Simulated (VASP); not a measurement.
# Li16Cu (a cell with a defect) in VASP: single point with PBE

Aim: the single point of Li16Cu (a cell with a defect) with PBE.

Everything below comes from runs of VASP 6.6.1. Logs are shortened: lines on timing, memory, paths and dates and some standing lists are left out, and cuts for length are marked.

### 1 The cell of the first run

The cell holds a defect, 17 atoms: a = 6.980 Å, b = 6.980 Å, c = 6.980 Å, α = 90.00°, β = 90.00°, γ = 90.00°.

### 2 Single point, PBE

Contents of INCAR:

```
SYSTEM = Li16Cu
ALGO = Normal ; EDIFF = 1E-6
ENCUT = 520 ; GGA = PE
ISIF = 2 ; ISMEAR = -1
LASPH = .True. ; LCHARG = .False.
LREAL = Auto ; LWAVE = .False.
NBANDS = 44 ; NELM = 80
PREC = Accurate ; SIGMA = 0.1
```

Contents of KPOINTS:

```
k-points
0
Gamma
  3 3 3
  0 0 0
```

Contents of POSCAR:

```
Li16Cu
1.0
    6.9800000000      0.0000000000      0.0000000000
    0.0000000000      6.9800000000      0.0000000000
    0.0000000000      0.0000000000      6.9800000000
Li Cu
16 1
Direct
    0.0414041749     -0.0147594600     -0.0046764820
    0.4336596126      0.0329800153     -0.0151670286
   -0.0270169399      0.5474848760     -0.0100182738
    0.0231736299      0.0122934092      0.4721332480
    0.2382837268      0.2978676027      0.2297968899
    0.5278533935      0.5316873199     -0.0111649217
    0.4880428021      0.0207559460      0.4660071352
    0.7567381414      0.2321059767      0.2186244781
   -0.0078530089      0.4655749822      0.5227030374
    0.2707386428      0.7254693210      0.2636791732
    0.2361713786      0.2757085172      0.7589247634
    0.5141808488      0.4523299404      0.5218260177
    0.7590291864      0.6933054007      0.3277528976
    0.7564774005      0.2045139468      0.7792143312
    0.2636567295      0.7401878136      0.7157768354
    0.7496513668      0.7791319691      0.7193255464
    0.7211213141      0.8769571231      0.0534174526
```

Potentials or basis: VASP PAW PBE potentials, release 64 (Li_sv, Cu).

On the command line:

```bash
$ cat potpaw_PBE.64/Li_sv/POTCAR potpaw_PBE.64/Cu/POTCAR > POTCAR
$ mpirun -np 1 vasp_std > vasp.out
```

OUTCAR:

```text
SYSTEM = Li16Cu
   EDIFF = 1E-6
   ENCUT = 520
   GGA = PE
   ISIF = 2
   ISMEAR = -1
   LASPH = .True.
   LREAL = Auto
   NELM = 80
   PREC = Accurate

 ion  position               nearest neighbor table
   1  0.041  0.985  0.995-  17 2.39
   2  0.434  0.033  0.985-  17 2.33
   3  0.973  0.547  0.990-
   4  0.023  0.012  0.472-
   5  0.238  0.298  0.230-
   6  0.528  0.532  0.989-
   7  0.488  0.021  0.466-
   8  0.757  0.232  0.219-
   9  0.992  0.466  0.523-
  10  0.271  0.725  0.264-
  11  0.236  0.276  0.759-
  12  0.514  0.452  0.522-
  13  0.759  0.693  0.328-  17 2.32
  14  0.756  0.205  0.779-
  15  0.264  0.740  0.716-
  16  0.750  0.779  0.719-  17 2.44
  17  0.721  0.877  0.053-  13 2.32   2 2.33   1 2.39  16 2.44

  LATTYP: Found a simple cubic cell.
 ALAT       =     6.9800000000

  Lattice vectors:

 A1 = (   6.9800000000,   0.0000000000,   0.0000000000)
 A2 = (   0.0000000000,   6.9800000000,   0.0000000000)
 A3 = (   0.0000000000,   0.0000000000,   6.9800000000)

Analysis of symmetry for initial positions (statically):
=====================================================================
 Subroutine PRICEL returns:
 Original cell was already a primitive cell.

 Routine SETGRP: Setting up the symmetry group for a
 simple cubic supercell.

 Subroutine GETGRP returns: Found  1 space group operations
 (whereof  1 operations were pure point group operations)
 out of a pool of 48 trial point group operations.

The static configuration has the point symmetry C_1 .

Analysis of symmetry for dynamics (positions and initial velocities):
=====================================================================
 Subroutine PRICEL returns:
 Original cell was already a primitive cell.

 Routine SETGRP: Setting up the symmetry group for a
 simple cubic supercell.

 Subroutine GETGRP returns: Found  1 space group operations
 (whereof  1 operations were pure point group operations)
 out of a pool of 48 trial point group operations.

The dynamic configuration has the point symmetry C_1 .

 Subroutine INISYM returns: Found  1 space group operations
 (whereof  1 operations are pure point group operations),
 and found     1 'primitive' translations

----------------------------------------------------------------------------------------

                                     Primitive cell

  volume of cell :     340.0684

  direct lattice vectors                    reciprocal lattice vectors
     6.980000000  0.000000000  0.000000000     0.143266476  0.000000000  0.000000000
     0.000000000  6.980000000  0.000000000     0.000000000  0.143266476  0.000000000
     0.000000000  0.000000000  6.980000000     0.000000000  0.000000000  0.143266476

  length of vectors
     6.980000000  6.980000000  6.980000000     0.143266476  0.143266476  0.143266476

  position of ions in fractional coordinates (direct lattice)
     0.041404175  0.985240540  0.995323518
     0.433659613  0.032980015  0.984832971
     0.972983060  0.547484876  0.989981726
     0.023173630  0.012293409  0.472133248
     0.238283727  0.297867603  0.229796890
     0.527853394  0.531687320  0.988835078
[... 9 lines left out ...]
     0.749651367  0.779131969  0.719325546
     0.721121314  0.876957123  0.053417453

  ion indices of the primitive-cell ions
   primitive index   ion index
                 1           1
                 2           2
                 3           3
                 4           4
                 5           5
                 6           6
[... 9 lines left out ...]
                16          16
                17          17

----------------------------------------------------------------------------------------

 KPOINTS: k-points

Automatic generation of k-mesh.
 Grid dimensions read from file:
 generate k-points for:    3    3    3

 Generating k-lattice:

  Cartesian coordinates                     Fractional coordinates (reciprocal lattice)
     0.047755492  0.000000000  0.000000000     0.333333333  0.000000000  0.000000000
     0.000000000  0.047755492  0.000000000     0.000000000  0.333333333  0.000000000
     0.000000000  0.000000000  0.047755492     0.000000000  0.000000000  0.333333333

  Length of vectors
     0.047755492  0.047755492  0.047755492

  Shift w.r.t. Gamma in fractional coordinates (k-lattice)
     0.000000000  0.000000000  0.000000000

 Subroutine IBZKPT returns following result:
 ===========================================

 Found     14 irreducible k-points:

 Following reciprocal coordinates:
            Coordinates               Weight
  0.000000  0.000000  0.000000      1.000000
  0.333333  0.000000  0.000000      2.000000
  0.000000  0.333333  0.000000      2.000000
  0.000000  0.000000  0.333333      2.000000
  0.333333  0.333333  0.000000      2.000000
  0.000000  0.333333  0.333333      2.000000
  0.333333  0.000000  0.333333      2.000000
 -0.333333  0.333333  0.000000      2.000000
 -0.333333  0.000000  0.333333      2.000000
  0.000000 -0.333333  0.333333      2.000000
  0.333333  0.333333  0.333333      2.000000
 -0.333333  0.333333  0.333333      2.000000
 -0.333333 -0.333333  0.333333      2.000000
  0.333333 -0.333333  0.333333      2.000000
   k-points           NKPTS =     14   k-points in BZ     NKDIM =     14   number of bands    NBANDS=     44
   number of dos      NEDOS =    301   number of ions     NIONS =     17
   total plane-waves  NPLWV = 157464
   dimension x,y,z NGX =    54 NGY =   54 NGZ =   54
   dimension x,y,z NGXF=   108 NGYF=  108 NGZF=  108
   ions per type =              16   1
   NGX,Y,Z   is equivalent  to a cutoff of  12.86, 12.86, 12.86 a.u.
   NGXF,Y,Z  is equivalent  to a cutoff of  25.72, 25.72, 25.72 a.u.
 SYSTEM =  Li16Cu
   PREC   = accura    normal or accurate (medium, high low for compatibility)
   ISTART =      0    job   : 0-new  1-cont  2-samecut
   ICHARG =      2    charge: 1-file 2-atom 10-const
   ISPIN  =      1    spin polarized calculation?
   LNONCOLLINEAR =      F non collinear calculations
   LSORBIT =      F    spin-orbit coupling
   LASPH  =      T    aspherical Exc in radial PAW
   ENCUT  =  520.0 eV  38.22 Ry    6.18 a.u.  12.98 12.98 12.98*2*pi/ulx,y,z
   NELM   =     80;   NELMIN=  2; NELMDL= -5     # of ELM steps
   EDIFF  = 0.1E-05   stopping-criterion for ELM
   LREAL  =      T    real-space projection
   EDIFFG = 0.1E-04   stopping-criterion for IOM
   NSW    =      0    number of steps for IOM
   IBRION =     -1    ionic relax: 0-MD 1-quasi-New 2-CG
   NFREE  =      0    steps in history (QN), initial steepest desc. (CG)
   ISIF   =      2    stress and relaxation
   ISYM   =      2    0-nonsym 1-usesym 2-fastsym
   POTIM  = 0.5000    time-step for ionic-motion
   TEBEG  =    0.0;   TEEND  =   0.0 temperature during run
   PSTRESS=    0.0 pullay stress
   NELECT =      59.0000    total number of electrons
   NUPDOWN=      -1.0000    fix difference up-down
   EMIN   =  10.00;   EMAX   =-10.00  energy-range for DOS
   EFERMI =   0.00;   METHOD = LEGACY
   ISMEAR =    -1;   SIGMA  =   0.10  broadening in eV -4-tet -1-fermi 0-gaus
   EFERMI_NEDOS =   21; number of points for ismear=-14 and -15
   IALGO  =     38    algorithm
   IMIX   =      4    mixing-type and parameters
     AMIX     =   0.40;   BMIX     =  1.00
     AMIX_MAG =   1.60;   BMIX_MAG =  1.00
  volume/ion in A,a.u.               =      20.00       134.99
  Fermi-wavevector in a.u.,A,eV,Ry     =   0.913069  1.725449 11.343099  0.833694
  Thomas-Fermi vector in A             =   2.037537
   LORBIT       =      0    0 simple, 1 ext, 2 COOP (PROOUT), +10 PAW based schemes
   GGA     = PE    functional components
   LHFCALC =     F    Hartree Fock is set to
   AEXX    =    0.0000 exact exchange contribution
   IVDW    =     0    specifies the selected vdW correction
   LEPSILON=     F    determine dielectric tensor
   LRPA    =     F    only Hartree local field effects (RPA)
 non-spin polarized calculation
  energy-cutoff  :      520.00
  volume of cell :      340.07
 maximum number of plane-waves:      9180
 NGX is ok and might be reduce to    54
   NGX = 25   NGY = 25   NGZ = 25

 number of electron      58.9999999 magnetization

 Free energy of the ion-electron system (eV)
  ---------------------------------------------------
  ext. energy  EPLUGINS =         0.00000000
  ---------------------------------------------------
  free energy    TOTEN  =       -33.75955522 eV

  energy without entropy =      -33.51807240  energy(sigma->0) =      -33.63881381

 E-fermi :   0.7565     XC(G=0):  -7.2120

 val. band max:        0.7367201618   @ k =   0.3333   0.0000   0.3333
 cond. band min:       0.7569258261   @ k =   0.0000  -0.3333   0.3333
 fundamental gap:      0.0202056643
 Fermi energy:         0.7564993177

 k-point     1 :       0.0000    0.0000    0.0000
  band No.  band energies     occupation
      1     -45.8867      2.00000
      2     -45.8696      2.00000
      3     -45.8668      2.00000
      4     -45.8472      2.00000
      5     -45.7640      2.00000
      6     -45.7572      2.00000
[... 33 lines left out ...]
     40       3.7132      0.00000
     41       3.9115      0.00000

 k-point     2 :       0.3333    0.0000    0.0000
  band No.  band energies     occupation
      1     -45.8867      2.00000
      2     -45.8695      2.00000
      3     -45.8669      2.00000
      4     -45.8472      2.00000
      5     -45.7639      2.00000
      6     -45.7572      2.00000
[... 33 lines left out ...]
     40       3.7996      0.00000
     41       4.0264      0.00000

 k-point     3 :       0.0000    0.3333    0.0000
  band No.  band energies     occupation
      1     -45.8867      2.00000
      2     -45.8696      2.00000
      3     -45.8668      2.00000
      4     -45.8472      2.00000
      5     -45.7640      2.00000
      6     -45.7572      2.00000
[... 33 lines left out ...]
     40       3.9357      0.00000
     41       3.9751      0.00000

 k-point     4 :       0.0000    0.0000    0.3333
  band No.  band energies     occupation
      1     -45.8867      2.00000
      2     -45.8696      2.00000
      3     -45.8668      2.00000
      4     -45.8472      2.00000
      5     -45.7639      2.00000
      6     -45.7571      2.00000
[... 385 lines left out ...]
     40       3.8206      0.00000
     41       4.0663      0.00000

 k-point    13 :      -0.3333   -0.3333    0.3333
  band No.  band energies     occupation
      1     -45.8867      2.00000
      2     -45.8695      2.00000
      3     -45.8669      2.00000
      4     -45.8473      2.00000
      5     -45.7639      2.00000
      6     -45.7571      2.00000
[... 33 lines left out ...]
     40       3.8324      0.00000
     41       4.0188      0.00000

 k-point    14 :       0.3333   -0.3333    0.3333
  band No.  band energies     occupation
      1     -45.8867      2.00000
      2     -45.8695      2.00000
      3     -45.8669      2.00000
      4     -45.8473      2.00000
      5     -45.7639      2.00000
      6     -45.7571      2.00000
[... 33 lines left out ...]
     40       3.8877      0.00000
     41       3.9223      0.00000
 [bands above 41 left out]

------------------------ aborting loop because EDIFF is reached ----------------------------------------

  FORCE on cell =-STRESS in cart. coord.  units (eV):
  Direction    XX          YY          ZZ          XY          YZ          ZX
  --------------------------------------------------------------------------------------
  -------------------------------------------------------------------------------------
  Total       -0.2243915     -0.4333677     -0.2429830     -0.6390598     -1.2023028      0.4338901
  in kB       -1.0571842     -2.0417421     -1.1447753     -3.0108271     -5.6644555      2.0442030
  external PRESSURE =      -1.4145672 kB  Pullay stress =       0.0000000 kB

 VOLUME and BASIS-vectors are now :
 -----------------------------------------------------------------------------
  energy-cutoff  :      520.00
  volume of cell :      340.07
      direct lattice vectors                 reciprocal lattice vectors
     6.980000000  0.000000000  0.000000000     0.143266476  0.000000000  0.000000000
     0.000000000  6.980000000  0.000000000     0.000000000  0.143266476  0.000000000
     0.000000000  0.000000000  6.980000000     0.000000000  0.000000000  0.143266476

 POSITION                                       TOTAL-FORCE (eV/Angst)
 -----------------------------------------------------------------------------------
      0.28900      6.87698      6.94736         0.007012      0.030025      0.019797
      3.02694      0.23020      6.87413         0.020827      0.000950     -0.010839
      6.79142      3.82144      6.91007        -0.003342      0.000153      0.002700
      0.16175      0.08581      3.29549        -0.042849     -0.022743     -0.000637
      1.66322      2.07912      1.60398        -0.001600     -0.013171      0.014679
      3.68442      3.71118      6.90207         0.002833      0.020219     -0.001649
[... 9 lines left out ...]
      5.23257      5.43834      5.02089        -0.021110     -0.054298     -0.032687
      5.03343      6.12116      0.37285        -0.036068      0.027626      0.062383
 -----------------------------------------------------------------------------------
    total drift:                                0.003142      0.011547     -0.010223

  FREE ENERGIE OF THE ION-ELECTRON SYSTEM (eV)
  ---------------------------------------------------
  free  energy   TOTEN  =       -33.7595552200 eV

  energy  without entropy=      -33.5180724041  energy(sigma->0) =      -33.63881381
```

Wall time 3.4 min (1 thread of Intel Xeon 6975P-C (Granite Rapids), shared host); peak memory 0.43 GiB.

Results:

| Item | Value |
| --- | --- |
| Free energy | -33.7596 eV |
| Largest force | 0.077 eV/Å |
| Band gap on the k mesh | zero (an odd number of electrons rules out a gap without spin polarisation) |

Forces in eV/Å, atoms in the order of the input:
```
Li   0.007  0.030  0.020
Li   0.021  0.001 -0.011
Li  -0.003  0.000  0.003
Li  -0.043 -0.023 -0.001
Li  -0.002 -0.013  0.015
Li   0.003  0.020 -0.002
Li   0.042 -0.023 -0.016
Li   0.002 -0.019 -0.004
Li   0.025  0.012 -0.003
Li   0.014  0.015 -0.031
Li  -0.002 -0.019 -0.016
Li  -0.016  0.005 -0.003
Li   0.007 -0.003 -0.004
Li   0.006  0.021  0.000
Li  -0.004  0.023  0.023
Li  -0.021 -0.054 -0.033
Cu  -0.036  0.028  0.062
```

Caveat: the cutoff is under 1.25 times the usual one of these potentials, so pressure, stress and relaxed cells hold a basis-set (Pulay) error.
